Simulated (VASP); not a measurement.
Set up this calculation in VASP 6.6.1, as the native input.

* Task: single point
* Functional: PBE
* Dispersion: D3(BJ)
* Potentials or basis: VASP PAW PBE potentials, release 64 (N)
* Cutoff: 520 eV
* k mesh: 1 × 1 × 1
* Occupations: fermi-dirac, width 0.05 eV
* Spin: no spin polarisation
* Dipole correction: no
* Further INCAR settings: ALGO = Normal; EDIFF = 1e-06; NBANDS = 42

The structure of N lies in POSCAR:

```
N
1.0
    6.8358080000      0.0000000000      0.0000000000
    0.0000000000      6.8358080000      0.0000000000
    0.0000000000      0.0000000000      6.8358080000
N
12
Direct
    0.9606472271      0.8168895323      0.1244329858
    0.8815929295      0.9389965312      0.1929983990
    0.0152725179      0.9225829631      0.5980712156
   -0.0828870559      0.9662793338      0.7226651187
    0.0322858688      0.3682666336      0.8729033934
   -0.0653470665      0.3262525805      0.9983018833
    0.2686441749      0.4007426774      0.3661161928
    0.2063691666      0.2526987300      0.3508436750
    0.4833225275      0.6563232905      0.0348020307
    0.3699928377      0.7391664599      0.1246670474
    0.4404307435      0.2266447507      0.8560070733
    0.4476281370      0.0740366025      0.7936589208
```

One way to write it, as run:

INCAR

```
ALGO = Normal
EDIFF = 1E-6
ENCUT = 520
GGA = PE
GGA_COMPAT = False
ISIF = 2
ISMEAR = -1
IVDW = 12
LASPH = True
LCHARG = True
LELF = True
LREAL = False
LVHAR = True
LWAVE = False
NBANDS = 42
NELM = 120
PREC = Accurate
SIGMA = 0.05
```

KPOINTS

```
k-points
0
Gamma
  1 1 1
```

Potentials or basis: VASP PAW PBE potentials, release 64 (N).

Launch:

```sh
$ cat potpaw_PBE.64/N/POTCAR > POTCAR
$ mpirun -np 1 vasp_gam > vasp.out
```

It gave:

```
Pressure                   : -0.6 GPa
Largest force              : 3.703 eV/Å
Band gap on the k mesh     : 6.98 eV
Dispersion energy per atom : -0.048 eV
```

Caveat: the k points lie up to 0.92 Å⁻¹ apart; the standard files for N, O and F lose accuracy on very short bonds.

Run time: 19 s on 1 thread of Intel(R) Xeon(R) 6975P-C (Granite Rapids) (shared host), peak memory 0.34 GiB.
